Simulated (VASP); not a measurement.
# CuSi16 (a cell with a defect) in VASP: single point with PBE

Aim: the single point of CuSi16 (a cell with a defect) with PBE.

All numbers are computed with VASP 6.6.1; they aren't measurements. Logs are shortened: lines on timing, memory, paths and dates and some standing lists are left out, and cuts for length are marked.

## 1. The cell of the first run

The cell holds a defect, 17 atoms: a = 7.679 Å, b = 7.679 Å, c = 7.679 Å, α = 60.00°, β = 60.00°, γ = 60.00°.

## 2. Single point, PBE

Input file INCAR:

```
SYSTEM = CuSi16
PREC = Accurate ; ENCUT = 520
EDIFF = 1E-7 ; ISMEAR = -1
SIGMA = 0.02 ; LREAL = Auto
LASPH = .True. ; NELM = 100
ALGO = Normal ; ISIF = 2
LWAVE = .False. ; LCHARG = .False.
GGA = PE ; NBANDS = 52
NELECT = 74.0
```

Input file KPOINTS:

```
Automatic mesh
0
Gamma
  2 2 2
  0 0 0
```

Input file POSCAR:

```
CuSi16
1.0
    0.0000000000      5.4300000000      5.4300000000
    5.4300000000      0.0000000000      5.4300000000
    5.4300000000      5.4300000000      0.0000000000
Si Cu
16 1
Direct
   -0.0034974217      0.0085780847     -0.0017139963
    0.1093429098      0.1444418048      0.1206121547
   -0.0244854512      0.0108782689      0.5046777164
    0.1114699816      0.1238040516      0.6268541436
    0.0111011971      0.5151466851      0.0075855433
    0.1311737569      0.6354170350      0.1393017495
   -0.0072166667      0.4970157459      0.5115925414
    0.1146983425      0.6190272560      0.6391003683
    0.5013458564      0.0054523020     -0.0139082873
    0.6232686004      0.1275190608      0.1135505525
    0.4847279926     -0.0110097606      0.4858489871
    0.6047843462      0.1091651934      0.6176767956
    0.5043704420      0.5007297422     -0.0017002762
    0.6403052486      0.6135938306      0.1205568140
    0.5066916206      0.4798555249      0.5045774401
    0.6195511971      0.6157677716      0.6268635359
    0.3080999079      0.8123358195      0.3127242173
```

Potentials or basis: VASP PAW PBE potentials, release 64 (Si, Cu).

On the command line:

```sh
cat potpaw_PBE.64/Si/POTCAR potpaw_PBE.64/Cu/POTCAR > POTCAR
mpirun -np 1 vasp_std > vasp.out
```

OUTCAR:

```text
SYSTEM = CuSi16
   PREC = Accurate
   ENCUT = 520
   EDIFF = 1E-7
   ISMEAR = -1
   LREAL = Auto
   LASPH = .True.
   NELM = 100
   ISIF = 2
   GGA = PE
   NELECT = 74.0

 ion  position               nearest neighbor table
   1  0.997  0.009  0.998-   2 2.33   4 2.33  10 2.34   6 2.35
   2  0.109  0.144  0.121-   1 2.33   5 2.34  17 2.37   3 2.41   9 2.46
   3  0.976  0.011  0.505-   4 2.33  12 2.34  17 2.37   2 2.41   8 2.46
   4  0.111  0.124  0.627-   3 2.33   1 2.33   7 2.34  11 2.35
   5  0.011  0.515  0.008-   8 2.32   6 2.33   2 2.34  14 2.34
   6  0.131  0.635  0.139-   5 2.33   7 2.34   1 2.35  13 2.35
   7  0.993  0.497  0.512-   8 2.33   6 2.34   4 2.34  16 2.34
   8  0.115  0.619  0.639-   5 2.32   7 2.33  17 2.34   3 2.46  15 2.46
   9  0.501  0.005  0.986-  12 2.32  10 2.33  17 2.33  14 2.46   2 2.46
  10  0.623  0.128  0.114-   9 2.33  13 2.34  11 2.34   1 2.34
  11  0.485  0.989  0.486-  12 2.33  10 2.34  16 2.35   4 2.35
  12  0.605  0.109  0.618-   9 2.32  11 2.33  15 2.34   3 2.34
  13  0.504  0.501  0.998-  14 2.33  16 2.33  10 2.34   6 2.35
  14  0.640  0.614  0.121-  13 2.33   5 2.34  17 2.37  15 2.41   9 2.46
  15  0.507  0.480  0.505-  16 2.33  12 2.34  17 2.37  14 2.41   8 2.46
  16  0.620  0.616  0.627-  15 2.33  13 2.33   7 2.34  11 2.35
  17  0.308  0.812  0.313-   9 2.33   8 2.34  15 2.37   2 2.37   3 2.37  14 2.37

  LATTYP: Found a face centered cubic cell.
 ALAT       =    10.8600000000

  Lattice vectors:

 A1 = (   0.0000000000,   5.4300000000,   5.4300000000)
 A2 = (   5.4300000000,   0.0000000000,   5.4300000000)
 A3 = (   5.4300000000,   5.4300000000,   0.0000000000)

Analysis of symmetry for initial positions (statically):
=====================================================================
 Subroutine PRICEL returns:
 Original cell was already a primitive cell.

 Routine SETGRP: Setting up the symmetry group for a
 face centered cubic supercell.

 Subroutine GETGRP returns: Found  1 space group operations
 (whereof  1 operations were pure point group operations)
 out of a pool of 48 trial point group operations.

The static configuration has the point symmetry C_1 .

Analysis of symmetry for dynamics (positions and initial velocities):
=====================================================================
 Subroutine PRICEL returns:
 Original cell was already a primitive cell.

 Routine SETGRP: Setting up the symmetry group for a
 face centered cubic supercell.

 Subroutine GETGRP returns: Found  1 space group operations
 (whereof  1 operations were pure point group operations)
 out of a pool of 48 trial point group operations.

The dynamic configuration has the point symmetry C_1 .

 Subroutine INISYM returns: Found  1 space group operations
 (whereof  1 operations are pure point group operations),
 and found     1 'primitive' translations

----------------------------------------------------------------------------------------

                                     Primitive cell

  volume of cell :     320.2060

  direct lattice vectors                    reciprocal lattice vectors
     0.000000000  5.430000000  5.430000000    -0.092081031  0.092081031  0.092081031
     5.430000000  0.000000000  5.430000000     0.092081031 -0.092081031  0.092081031
     5.430000000  5.430000000  0.000000000     0.092081031  0.092081031 -0.092081031

  length of vectors
     7.679179644  7.679179644  7.679179644     0.159489025  0.159489025  0.159489025

  position of ions in fractional coordinates (direct lattice)
     0.996502578  0.008578085  0.998286004
     0.109342910  0.144441805  0.120612155
     0.975514549  0.010878269  0.504677716
     0.111469982  0.123804052  0.626854144
     0.011101197  0.515146685  0.007585543
     0.131173757  0.635417035  0.139301749
[... 9 lines left out ...]
     0.619551197  0.615767772  0.626863536
     0.308099908  0.812335819  0.312724217

  ion indices of the primitive-cell ions
   primitive index   ion index
                 1           1
                 2           2
                 3           3
                 4           4
                 5           5
                 6           6
[... 9 lines left out ...]
                16          16
                17          17

----------------------------------------------------------------------------------------

 KPOINTS: Automatic mesh

Automatic generation of k-mesh.
 Grid dimensions read from file:
 generate k-points for:    2    2    2

 Generating k-lattice:

  Cartesian coordinates                     Fractional coordinates (reciprocal lattice)
    -0.046040516  0.046040516  0.046040516     0.500000000  0.000000000  0.000000000
     0.046040516 -0.046040516  0.046040516     0.000000000  0.500000000  0.000000000
     0.046040516  0.046040516 -0.046040516     0.000000000  0.000000000  0.500000000

  Length of vectors
     0.079744512  0.079744512  0.079744512

  Shift w.r.t. Gamma in fractional coordinates (k-lattice)
     0.000000000  0.000000000  0.000000000

 Subroutine IBZKPT returns following result:
 ===========================================

 Found      8 irreducible k-points:

 Following reciprocal coordinates:
            Coordinates               Weight
  0.000000  0.000000  0.000000      1.000000
  0.500000  0.000000  0.000000      1.000000
  0.000000  0.500000  0.000000      1.000000
  0.000000  0.000000  0.500000      1.000000
  0.500000  0.500000  0.500000      1.000000
  0.500000  0.500000  0.000000      1.000000
  0.000000  0.500000  0.500000      1.000000
  0.500000  0.000000  0.500000      1.000000
   k-points           NKPTS =      8   k-points in BZ     NKDIM =      8   number of bands    NBANDS=     52
   number of dos      NEDOS =    301   number of ions     NIONS =     17
   total plane-waves  NPLWV = 216000
   dimension x,y,z NGX =    60 NGY =   60 NGZ =   60
   dimension x,y,z NGXF=   120 NGYF=  120 NGZF=  120
   ions per type =              16   1
   NGX,Y,Z   is equivalent  to a cutoff of  12.99, 12.99, 12.99 a.u.
   NGXF,Y,Z  is equivalent  to a cutoff of  25.98, 25.98, 25.98 a.u.
 SYSTEM =  CuSi16
   PREC   = accura    normal or accurate (medium, high low for compatibility)
   ISTART =      0    job   : 0-new  1-cont  2-samecut
   ICHARG =      2    charge: 1-file 2-atom 10-const
   ISPIN  =      1    spin polarized calculation?
   LNONCOLLINEAR =      F non collinear calculations
   LSORBIT =      F    spin-orbit coupling
   LASPH  =      T    aspherical Exc in radial PAW
   ENCUT  =  520.0 eV  38.22 Ry    6.18 a.u.  14.28 14.28 14.28*2*pi/ulx,y,z
   NELM   =    100;   NELMIN=  2; NELMDL= -5     # of ELM steps
   EDIFF  = 0.1E-06   stopping-criterion for ELM
   LREAL  =      T    real-space projection
   EDIFFG = 0.1E-05   stopping-criterion for IOM
   NSW    =      0    number of steps for IOM
   IBRION =     -1    ionic relax: 0-MD 1-quasi-New 2-CG
   NFREE  =      0    steps in history (QN), initial steepest desc. (CG)
   ISIF   =      2    stress and relaxation
   ISYM   =      2    0-nonsym 1-usesym 2-fastsym
   POTIM  = 0.5000    time-step for ionic-motion
   TEBEG  =    0.0;   TEEND  =   0.0 temperature during run
   PSTRESS=    0.0 pullay stress
   NELECT =      74.0000    total number of electrons
   NUPDOWN=      -1.0000    fix difference up-down
   EMIN   =  10.00;   EMAX   =-10.00  energy-range for DOS
   EFERMI =   0.00;   METHOD = LEGACY
   ISMEAR =    -1;   SIGMA  =   0.02  broadening in eV -4-tet -1-fermi 0-gaus
   EFERMI_NEDOS =   21; number of points for ismear=-14 and -15
   IALGO  =     38    algorithm
   IMIX   =      4    mixing-type and parameters
     AMIX     =   0.40;   BMIX     =  1.00
     AMIX_MAG =   1.60;   BMIX_MAG =  1.00
  volume/ion in A,a.u.               =      18.84       127.11
  Fermi-wavevector in a.u.,A,eV,Ry     =   1.004636  1.898488 13.732283  1.009294
  Thomas-Fermi vector in A             =   2.137265
   LORBIT       =      0    0 simple, 1 ext, 2 COOP (PROOUT), +10 PAW based schemes
   GGA     = PE    functional components
   LHFCALC =     F    Hartree Fock is set to
   AEXX    =    0.0000 exact exchange contribution
   IVDW    =     0    specifies the selected vdW correction
   LEPSILON=     F    determine dielectric tensor
   LRPA    =     F    only Hartree local field effects (RPA)
 non-spin polarized calculation
  energy-cutoff  :      520.00
  volume of cell :      320.21
 maximum number of plane-waves:      8646
 NGX is ok and might be reduce to    60
   NGX = 29   NGY = 29   NGZ = 29

 number of electron      74.0000001 magnetization

 Free energy of the ion-electron system (eV)
  ---------------------------------------------------
  ext. energy  EPLUGINS =         0.00000000
  ---------------------------------------------------
  free energy    TOTEN  =       -94.17040722 eV

  energy without entropy =      -94.16928261  energy(sigma->0) =      -94.16984492

 E-fermi :   6.4008     XC(G=0):  -9.6166

 val. band max:        6.3115572120   @ k =   0.0000   0.0000   0.0000
 cond. band min:       6.4795631542   @ k =   0.0000   0.0000   0.0000
 fundamental gap:      0.1680059422
 Fermi energy:         6.4008304725

 k-point     1 :       0.0000    0.0000    0.0000
  band No.  band energies     occupation
      1      -5.8997      2.00000
      2      -3.5543      2.00000
      3      -3.5171      2.00000
      4      -3.4844      2.00000
      5      -3.4706      2.00000
      6      -1.9433      2.00000
[... 41 lines left out ...]
     48       8.4148      0.00000
     49       8.5010      0.00000

 k-point     2 :       0.5000    0.0000    0.0000
  band No.  band energies     occupation
      1      -5.1768      2.00000
      2      -5.0017      2.00000
      3      -3.3241      2.00000
      4      -3.2160      2.00000
      5      -3.1094      2.00000
      6      -3.0959      2.00000
[... 304 lines left out ...]
 k-point     8 :       0.5000    0.0000    0.5000
  band No.  band energies     occupation
      1      -4.9324      2.00000
      2      -4.7180      2.00000
      3      -3.9186      2.00000
      4      -3.7741      2.00000
      5      -3.7490      2.00000
      6      -3.7326      2.00000
[... 41 lines left out ...]
     48      10.4265      0.00000
     49      10.4536      0.00000
 [bands above 49 left out]

------------------------ aborting loop because EDIFF is reached ----------------------------------------

  FORCE on cell =-STRESS in cart. coord.  units (eV):
  Direction    XX          YY          ZZ          XY          YZ          ZX
  --------------------------------------------------------------------------------------
  -------------------------------------------------------------------------------------
  Total       -1.1607130     -1.1463830     -0.7815997      1.1787102      0.0541106      0.0714093
  in kB       -5.8077237     -5.7360223     -3.9107991      5.8977744      0.2707468      0.3573024
  external PRESSURE =      -5.1515150 kB  Pullay stress =       0.0000000 kB

 VOLUME and BASIS-vectors are now :
 -----------------------------------------------------------------------------
  energy-cutoff  :      520.00
  volume of cell :      320.21
      direct lattice vectors                 reciprocal lattice vectors
     0.000000000  5.430000000  5.430000000    -0.092081031  0.092081031  0.092081031
     5.430000000  0.000000000  5.430000000     0.092081031 -0.092081031  0.092081031
     5.430000000  5.430000000  0.000000000     0.092081031  0.092081031 -0.092081031

 POSITION                                       TOTAL-FORCE (eV/Angst)
 -----------------------------------------------------------------------------------
      5.46727     10.83170      5.45759         0.004059     -0.005071      0.001611
      1.43924      1.24866      1.37805         0.005645     -0.005137      0.009817
      2.79947      8.03744      5.35611         0.003359     -0.007358     -0.006524
      4.07607      4.00910      1.27754        -0.002276      0.002696      0.002375
      2.83844      0.10147      2.85753        -0.001335     -0.005395     -0.005772
      4.20672      1.46868      4.16259        -0.003577     -0.001078     -0.004524
[... 9 lines left out ...]
      6.74749      6.76803      6.70778        -0.000614     -0.003092      0.002917
      6.10908      3.37107      6.08397         0.001656      0.000457     -0.000293
 -----------------------------------------------------------------------------------
    total drift:                               -0.001574      0.005352      0.003879

  FREE ENERGIE OF THE ION-ELECTRON SYSTEM (eV)
  ---------------------------------------------------
  free  energy   TOTEN  =       -94.1704072207 eV

  energy  without entropy=      -94.1692826113  energy(sigma->0) =      -94.16984492
```

Wall time 6.4 min (1 thread of Intel Xeon Platinum 8488C (Sapphire Rapids), shared host); peak memory 0.49 GiB.

What came out:

```yaml
Free_energy: -94.1704 eV
Largest_force: 0.015 eV/Å
```

Forces on the atoms (eV/Å):
```
Si   0.004 -0.005  0.002
Si   0.006 -0.005  0.010
Si   0.003 -0.007 -0.007
Si  -0.002  0.003  0.002
Si  -0.001 -0.005 -0.006
Si  -0.004 -0.001 -0.005
Si   0.001  0.001  0.000
Si   0.007  0.009 -0.008
Si  -0.006 -0.008  0.005
Si  -0.002  0.001 -0.004
Si   0.002  0.002  0.002
Si   0.002  0.007  0.003
Si   0.000  0.000  0.001
Si  -0.009  0.008  0.010
Si  -0.003  0.004 -0.009
Si  -0.001 -0.003  0.003
Cu   0.002  0.000  0.000
```

Caveat: the k points lie up to 0.50 Å⁻¹ apart; the cell carries a net charge on a neutralising background, which shifts energy and pressure; the cell is charged against a uniform background, so pressure and absolute levels hang on convention.
